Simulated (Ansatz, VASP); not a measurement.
## One calculation of ZnO, two programs

Contents of INCAR:

```
SYSTEM = ZnO
PREC = Accurate ; ENCUT = 520
EDIFF = 1E-6 ; ISMEAR = 0
SIGMA = 0.05 ; LREAL = .FALSE.
LASPH = .TRUE. ; NELM = 100
ALGO = Normal ; ISIF = 2
LWAVE = .FALSE. ; LCHARG = .TRUE.
GGA = PS ; LELF = .TRUE.
LVHAR = .TRUE. ; NBANDS = 26
```

File KPOINTS:

```
Automatic mesh
0
G
  9 9 6
  0 0 0
```

The input POSCAR:

```
ZnO
1.0
    3.2601408460      0.0000000000      0.0000000000
   -1.6300704230      2.8233647925      0.0000000000
    0.0000000000      0.0000000000      5.1223332972
Zn O
2 2
Direct
    0.3333333333      0.6666666667      0.0015754469
    0.6666666667      0.3333333333      0.5015754469
    0.3333333333      0.6666666667      0.3805245531
    0.6666666667      0.3333333333      0.8805245531
```

Input for Ansatz:

```yaml
crystal:
  lattice:
    - [3.260140846, 0.0, 0.0]
    - [-1.630070423, 2.8233647925, 0.0]
    - [0.0, 0.0, 5.1223332972]
  atoms:
    - { symbol: Zn, position: [0.3333333333, 0.6666666667, 0.0015754469] }
    - { symbol: Zn, position: [0.6666666667, 0.3333333333, 0.5015754469] }
    - { symbol: O, position: [0.3333333333, 0.6666666667, 0.3805245531] }
    - { symbol: O, position: [0.6666666667, 0.3333333333, 0.8805245531] }
basis:
  ecutwfc: 520.0
kpoints:
  mp_grid: { grid: [9, 9, 6] }
hamiltonian:
  xc: pbesol
  pseudopotentials: { kind: paw, azcp: { folder: soft_1 } }
scf:
  occupations: { method: gaussian, width: 0.05 }
output:
  forces: true
  stress: true
  eigenvalues: true
```

Alike in both runs: task single point; functional PBEsol; k mesh 9 × 9 × 6; occupations gaussian, width 0.05 eV; no spin polarisation.

|  | VASP | Ansatz |
| --- | --- | --- |
| version | VASP 6.6.1 | Ansatz 0.2.0 |
| potentials or method | VASP PAW PBE potentials, release 64 (Zn, O), cutoff 520 eV | scalar-relativistic, plane waves, PAW |
| valence electrons in the cell | 36 | 36 |

|  | VASP | Ansatz | Ansatz less VASP |
| --- | --- | --- | --- |
| gap on the k mesh at the Fermi level (eV) | 0.72 | 0.74 | +0.015 |
| least direct gap on the mesh (eV) | 0.72 | 0.74 | +0.015 |
| pressure (GPa) | 0.7 | 0.1 | -0.61 |
| traceless stress, the component that is largest in VASP (GPa) | 4.37 | 4.22 | -0.149 |
| rms of the force components (eV/Å) | 0.158 | 0.151 | -0.0073 |

VASP's potentials were made for PBE, not for PBEsol, and Ansatz warns of the same on its side. Atom by atom the forces differ by 0.007 eV/Å (rms over components).
